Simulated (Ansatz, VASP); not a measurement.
Cd: VASP beside Ansatz

The input POSCAR:

```
Cd
1.0
    3.0170510764      0.0000000000      0.0000000000
    0.0000000000      3.0170510764      0.0000000000
    0.0000000000      0.0000000000      3.0170510764
Cd
1
Direct
    0.0000000000      0.0000000000      0.0000000000
```

Contents of INCAR.step1:

```
SYSTEM = Cd
PREC = Accurate ; ENCUT = 550
ISMEAR = -1 ; SIGMA = 0.1
LREAL = .FALSE. ; LASPH = .TRUE.
NELM = 120 ; NBANDS = 12
GGA = PE ; ALGO = Normal
EDIFF = 1E-5 ; LWAVE = .TRUE.
LCHARG = .FALSE. ; GGA_COMPAT = .FALSE.
```

INCAR.step2

```
SYSTEM = Cd
PREC = Accurate ; ENCUT = 550
EDIFF = 1E-6 ; ISMEAR = -1
SIGMA = 0.1 ; LREAL = .FALSE.
LASPH = .TRUE. ; NELM = 120
ALGO = Normal ; ISIF = 2
LWAVE = .FALSE. ; LCHARG = .TRUE.
METAGGA = R2SCAN ; LMIXTAU = .TRUE.
LELF = .TRUE. ; LVHAR = .TRUE.
NBANDS = 12 ; ISTART = 1
GGA_COMPAT = .FALSE.
```

File KPOINTS:

```
Automatic mesh
0
G
  12 12 12
  0 0 0
```

Input for Ansatz:

```yaml
crystal:
  lattice:
    - [3.0170510764, 0.0, 0.0]
    - [0.0, 3.0170510764, 0.0]
    - [0.0, 0.0, 3.0170510764]
  atoms:
    - { symbol: Cd, position: [0.0, 0.0, 0.0] }
hamiltonian:
  xc: r2scan
  pseudopotentials:
    kind: paw
    azcp:
      Cd: "pseudopotentials/Cd.paw.azcp"
basis:
  ecutwfc: 500
  fft_grid_basis: typed
kpoints:
  mp_grid: { grid: [12, 12, 12], shift: [0, 0, 0] }
magnetization:
  spin_polarized: false
scf:
  occupations: { method: fermi_dirac, width: 0.1 }
  lower_state_search: "off"
output:
  stress: true
  write_density: true
  write_potential: true
  elf: true
  volumetric_format: npy
```

Alike in both runs: task single point; functional r2SCAN; k mesh 12 × 12 × 12; occupations fermi-dirac, width 0.1 eV; no spin polarisation.

|  | VASP | Ansatz |
| --- | --- | --- |
| version | VASP 6.6.1 | Ansatz 0.2.0 |
| potentials or method | VASP PAW PBE potentials, release 64 (Cd), cutoff 550 eV | plane waves (500 eV) with PAW, scalar-relativistic |
| valence electrons in the cell | 12 | 20 |

|  | VASP | Ansatz | Ansatz less VASP |
| --- | --- | --- | --- |
| pressure (GPa) | -2.1 | -2.2 | -0.12 |

VASP's potentials were made for PBE, not for r2SCAN. VASP's potentials hold 12 valence electrons a cell and Ansatz's 20, so a difference there can come from the potentials and not from the codes.
